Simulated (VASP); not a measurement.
# Li2TaO3: relaxation of cell and atoms with PBE

Li2TaO3:

```
Li Ta O
1.0
     4.63205    0.00000    0.00000
    -2.31603    4.01147    0.00000
     0.00000    0.00000    3.60269
Li Ta O
2 1 3
Direct
  0.66667 0.33333 0.00000
  0.33333 0.66667 0.00000
  0.00000 0.00000 0.00000
  0.50000 0.00000 0.50000
  0.50000 0.50000 0.50000
  0.00000 0.50000 0.50000
```

```json
{"Program": "VASP 6.6.1", "Task": "relaxation of cell and atoms", "Functional": "PBE", "Potentials or basis": "VASP PAW PBE potentials, release 64 (Li_sv, Ta_pv, O)", "Cutoff": "600 eV", "k mesh": "6 × 6 × 6", "Occupations": "gaussian, width 0.1 eV", "Spin": "collinear spin, ferromagnetic start", "Starting moments": "[0.0, 0.0, 1.0, 0.0, 0.0, 0.0] μB", "Dipole correction": "no", "Further INCAR settings": "ALGO = Normal; EDIFF = 1e-06; IBRION = 2; EDIFFG = -0.04; NSW = 90; ISIF = 3"}
```

* Relaxed volume: 8.79 Å³/atom
* Relaxed cell: a = 4.808 Å, b = 4.808 Å, c = 2.634 Å, α = 90.00°, β = 90.00°, γ = 120.00°
* Space group after relaxing (to 0.05 Å): P6/mmm (No. 191)
* Energy gained by relaxing: 907.0 meV/atom
* Ionic steps: 5
* Pressure after relaxing: -0.6 GPa
* Net moment: 0.00 μB per cell
* Valence electrons inside the program's atomic spheres: Li 2.15; Ta 8.49; O 4.92

Stress tensor (GPa, compression positive):
```
-0.65  0.00  0.00
 0.00 -0.65  0.00
 0.00  0.00 -0.45
```

The path:
| step | energy change (eV) | largest force (eV/Å) | pressure (GPa) | volume (Å³) |
| --- | --- | --- | --- | --- |
| 1 | 0.0000 | 0.0000 | -13.45 | 66.94 |
| 2 | -4.5750 | 0.0000 | -11.19 | 57.23 |
| 3 | -5.4011 | 0.0000 | -3.53 | 53.60 |
| 4 | -5.4341 | 0.0000 | 0.96 | 52.33 |
| 5 | -5.4417 | 0.0000 | -0.59 | 52.73 |

Final structure:
```
CELL_PARAMETERS angstrom
4.80821 0.00000 0.00000
-2.40411 4.16404 0.00000
0.00000 0.00000 2.63365
ATOMIC_POSITIONS crystal
Li 0.66667 0.33333 0.00000
Li 0.33333 0.66667 0.00000
Ta 0.00000 0.00000 0.00000
O 0.50000 0.00000 0.50000
O 0.50000 0.50000 0.50000
O 0.00000 0.50000 0.50000
```

Levels at points of the mesh, in eV from the Fermi level:
Spin up:
| k point | band 15 | band 16 | band 17 | band 18 | band 19 | band 20 | band 21 | band 22 |
| --- | --- | --- | --- | --- | --- | --- | --- | --- |
| (0.00, 0.00, 0.00) | -0.58 | -0.58 | -0.03 | -0.03 | 0.02 | 0.02 | 0.60 | 3.20 |
| (0.50, 0.00, 0.00) | -1.69 | -1.05 | -0.70 | -0.27 | 0.44 | 2.39 | 3.42 | 3.72 |
| (0.00, 0.00, 0.50) | -0.47 | 0.13 | 0.13 | 1.71 | 1.71 | 1.95 | 1.95 | 3.72 |
| (0.50, 0.00, 0.50) | -2.20 | -2.06 | -1.44 | 0.28 | 0.36 | 0.39 | 1.22 | 2.67 |
Spin down:
```
           k point  band 15  band 16  band 17  band 18  band 19  band 20  band 21  band 22
(0.00, 0.00, 0.00)    -0.58    -0.58    -0.03    -0.03     0.02     0.02     0.60     3.20
(0.50, 0.00, 0.00)    -1.69    -1.05    -0.70    -0.27     0.44     2.39     3.42     3.72
(0.00, 0.00, 0.50)    -0.47     0.13     0.13     1.71     1.71     1.95     1.95     3.72
(0.50, 0.00, 0.50)    -2.20    -2.06    -1.44     0.28     0.36     0.39     1.22     2.67
```

It took 16 min on 1 thread of AMD EPYC 7R13 (shared host), peak memory 0.28 GiB.

Caveat: the cutoff is under 1.25 times the usual one of these potentials, so pressure, stress and relaxed cells hold a basis-set (Pulay) error; the volume moved by over 15 % at a fixed basis, so the end points are rough; spin-orbit coupling is left out, which moves the levels of the heavy elements.
